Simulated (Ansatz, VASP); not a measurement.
# Two plane-wave programs on SnO2

```xyz
6
Lattice="4.7198 0.0000 0.0000 0.0000 4.7204 0.0000 0.0000 0.0000 3.1888" Properties=species:S:1:pos:R:3 pbc="T T T"
Sn    2.3599    2.3602    1.5944
Sn    0.0000    0.0000    0.0000
O     1.4444    1.4451    0.0000
O     3.8043    0.9151    1.5944
O     0.9156    3.8053    1.5944
O     3.2755    3.2754    0.0000
```

Alike in both runs: functional LDA; k mesh 6 × 6 × 8; occupations gaussian, width 0.02 eV; no spin polarisation.

Ansatz relaxed the structure, and its values are those at the end. VASP's run is a single point on that final structure, the one shown.

|  | VASP | Ansatz |
| --- | --- | --- |
| version | VASP 6.6.1 | Ansatz 0.2.0 |
| potentials or method | VASP PAW LDA potentials, release 64 (Sn_d, O), cutoff 520 eV | scalar-relativistic, plane waves, PAW |
| valence electrons in the cell | 52 | 52 |

```tsv
	VASP	Ansatz	Ansatz less VASP
gap on the k mesh at the Fermi level (eV)	1.21	1.18	-0.029
least direct gap on the mesh (eV)	1.21	1.18	-0.029
pressure (GPa)	1.4	0.0	-1.40
rms of the force components (eV/Å)	0.013	0.000	-0.0126
```

Ansatz warns that its potentials were made for another functional, while VASP's fit it. LDA's correlation is that of Perdew and Zunger in VASP and of Perdew and Wang (1992) in Ansatz.
